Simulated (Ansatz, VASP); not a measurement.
**One calculation of AlRu, two programs**

```
Al Ru
1.0
     2.98250    0.00000    0.00000
     0.00000    2.98250    0.00000
     0.00000    0.00000    2.98250
Al Ru
1 1
Direct
  0.00000 0.00000 0.00000
  0.50000 0.50000 0.50000
```

Alike in both runs: task relaxation of cell and atoms; functional PBE; k mesh 6 × 6 × 6; occupations gaussian, width 0.1 eV; no spin polarisation.

```csv
,VASP,Ansatz
version,VASP 6.6.1,Ansatz 0.2.0
potentials or method,"VASP PAW PBE potentials, release 64 (Al, Ru_pv), cutoff 600 eV","scalar-relativistic, plane waves, PAW"
valence electrons in the cell,17,19
```

|  | VASP | Ansatz | Ansatz less VASP |
| --- | --- | --- | --- |
| gap on the k mesh at the Fermi level, each at its own relaxed structure (eV) | none | none | - |
| relaxed volume (Å³/atom) | 13.55 | 13.55 | +0.002 |
| relaxed cell length with the largest relative difference (Å) | 3.004 | 3.004 | +0.0002 |

A gap of «none» marks a metal or a gap that the smearing closes. VASP's potentials hold 17 valence electrons a cell and Ansatz's 19, so a difference there can come from the potentials and not from the codes.
